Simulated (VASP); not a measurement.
Write the native input for VASP 6.6.1 that does the following.

```
Task                   : single point
Functional             : PBE
Potentials or basis    : VASP PAW PBE potentials, release 64 (K_sv, I)
Cutoff                 : 520 eV
k mesh                 : 6 × 6 × 6
Occupations            : gaussian, width 0.05 eV
Spin                   : no spin polarisation
Dipole correction      : no
Further INCAR settings : ALGO = Normal; EDIFF = 1e-06; NBANDS = 15
```

The structure of KI lies in POSCAR:

```
KI
1.0
    0.0000000000      3.6350372992      3.5873258652
    3.6350372992      0.0000000000      3.5873258652
    3.6350372992      3.6350372992      0.0000000000
K I
1 1
Direct
    0.0000000000      0.0000000000      0.0000000000
    0.5000000000      0.5000000000      0.5000000000
```

One way to write it, as run:

INCAR

```
SYSTEM = KI
PREC = Accurate
ENCUT = 520
EDIFF = 1E-6
ISMEAR = 0
SIGMA = 0.05
LREAL = .FALSE.
LASPH = .TRUE.
NELM = 100
ALGO = Normal
ISIF = 2
LWAVE = .FALSE.
LCHARG = .TRUE.
GGA = PE
LELF = .TRUE.
LVHAR = .TRUE.
NBANDS = 15
```

KPOINTS

```
Automatic mesh
0
G
  6 6 6
  0 0 0
```

Potentials or basis: VASP PAW PBE potentials, release 64 (K_sv, I).

The run is started by

```sh
$ cat potpaw_PBE.64/K_sv/POTCAR potpaw_PBE.64/I/POTCAR > POTCAR
$ mpirun -np 1 vasp_std > vasp.out
```

Results of the run:

```yaml
Pressure: -0.2 GPa
Band_gap_on_the_k_mesh: 3.80 eV, direct
```

Caveat: spin-orbit coupling is left out, which moves the levels of the heavy elements.

Run time: 43 s on 1 thread of Intel(R) Xeon(R) Platinum 8259CL CPU @ 2.50GHz (Skylake/Cascade Lake) (shared host), peak memory 0.25 GiB.
